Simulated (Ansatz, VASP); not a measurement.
# TiN: VASP beside Ansatz

```
CELL_PARAMETERS angstrom
0.00000 2.08589 2.08589
2.08589 0.00000 2.08589
2.08589 2.08589 0.00000
ATOMIC_POSITIONS crystal
Ti 0.00000 0.00000 0.00000
N 0.50000 0.50000 0.50000
```

Alike in both runs: functional LDA; k mesh 18 × 18 × 18; occupations gaussian, width 0.1 eV; no spin polarisation.

Ansatz relaxed the structure, and its values are those at the end. VASP's run is a single point on that final structure, the one shown.

```csv
,VASP,Ansatz
version,VASP 6.6.1,Ansatz 0.2.0
potentials or method,"VASP PAW LDA potentials, release 64 (Ti_sv, N), cutoff 600 eV","scalar-relativistic, plane waves, PAW"
valence electrons in the cell,17,17
```

VASP gave:

```
gap on the k mesh at the Fermi level (eV) : none
pressure (GPa)                            : 1.0
```

Problem. Which values does Ansatz return?

Solution. gap on the k mesh at the Fermi level (eV): none; pressure (GPa): 0.0.

Ansatz warns that its potentials were made for another functional, while VASP's fit it. LDA's correlation is that of Perdew and Zunger in VASP and of Perdew and Wang (1992) in Ansatz. A gap of «none» marks a metal or a gap that the smearing closes.
